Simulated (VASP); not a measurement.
**Sc: single point with LDA**

Crystal: Sc.

```
Sc
1.0
     2.09645    0.00000    0.00000
     0.00000    2.09645    0.00000
     0.00000    0.00000    2.09645
Sc
1
Cartesian
  0.0000 0.0000 0.0000
```

This cell differs from its parent crystal: volume scaled by 0.4.

| Quantity | Value |
| --- | --- |
| Program | VASP 6.6.1 |
| Task | single point |
| Functional | LDA |
| Potentials or basis | VASP PAW LDA potentials, release 64 (Sc_sv) |
| Cutoff | 520 eV |
| k mesh | 15 × 15 × 15 |
| Occupations | fermi-dirac, width 0.05 eV |
| Spin | no spin polarisation |

- Pressure: 198.6 GPa

Levels at points of the mesh, in eV from the Fermi level:
| k point | band 3 | band 4 | band 5 | band 6 | band 7 | band 8 |
| --- | --- | --- | --- | --- | --- | --- |
| (0.00, 0.00, 0.00) | -24.33 | -24.33 | -3.32 | -3.16 | -3.16 | 10.13 |

Run time: 5.2 s on 1 thread of AMD EPYC 9R45 96-Core Processor (Zen 5) (shared host), peak memory 0.09 GiB.
